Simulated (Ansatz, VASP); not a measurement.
One calculation of MgPb2N2, two programs

```
CELL_PARAMETERS angstrom
3.39174 0.00000 0.00000
-1.69587 2.93734 0.00000
0.00000 0.00000 9.23496
ATOMIC_POSITIONS crystal
Mg 0.00000 0.00000 0.00000
Pb 0.66667 0.33333 0.28655
Pb 0.33333 0.66667 0.71345
N 0.66667 0.33333 0.86182
N 0.33333 0.66667 0.13818
```

Alike in both runs: task single point; functional PBEsol; k mesh 12 × 12 × 4; occupations gaussian, width 0.05 eV; no spin polarisation.

|  | VASP | Ansatz |
| --- | --- | --- |
| version | VASP 6.6.1 | Ansatz 0.2.0 |
| potentials or method | VASP PAW PBE potentials, release 64 (Mg, Pb_d, N), cutoff 520 eV | scalar-relativistic, plane waves, PAW |
| valence electrons in the cell | 40 | 48 |

```tsv
	VASP	Ansatz	Ansatz less VASP
gap on the k mesh at the Fermi level (eV)	0.57	0.58	+0.008
least direct gap on the mesh (eV)	0.57	0.58	+0.008
pressure (GPa)	-3.6	-3.4	+0.12
traceless stress, the component that is largest in VASP (GPa)	0.55	0.53	-0.021
rms of the force components (eV/Å)	0.126	0.137	+0.0108
```

VASP's potentials were made for PBE, not for PBEsol. Atom by atom the forces differ by 0.013 eV/Å (rms over components). VASP's potentials hold 40 valence electrons a cell and Ansatz's 48, so a difference there can come from the potentials and not from the codes.

Neither program's run includes spin-orbit coupling.
